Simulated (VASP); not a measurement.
A run of VASP 6.6.1:

INCAR

```
SYSTEM = Be
ALGO = Normal ; EDIFF = 1E-6
ENCUT = 520 ; GGA = PE
ISIF = 2 ; ISMEAR = 0
LASPH = .True. ; LCHARG = .False.
LREAL = .False. ; LWAVE = .False.
NBANDS = 9 ; NELM = 100
PREC = Accurate ; SIGMA = 0.05
```

KPOINTS

```
k-points
0
Gamma
  10 10 6
  0 0 0
```

File POSCAR:

```
Be
1.0
    2.2798171715      0.0000000000      0.0000000000
   -1.1399085858      1.9743795865      0.0000000000
    0.0000000000      0.0000000000      3.5274242652
Be
2
Direct
    0.3333333333      0.6666666667      0.7500000000
    0.6666666667      0.3333333333      0.2500000000
```

Potentials or basis: VASP PAW PBE potentials, release 64 (Be).

The run is started by

```sh
$ cat potpaw_PBE.64/Be/POTCAR > POTCAR
$ mpirun -np 1 vasp_std > vasp.out
```

Hardware: 1 thread of Oxide Virtual Turin-like Processor, with other jobs on the host.

Question: Estimate the wall time of this run.

Answer: It took 12 s on 1 thread of Oxide Virtual Turin-like Processor (shared host), peak memory 0.09 GiB. Counts: scf iterations 10, k points 56.
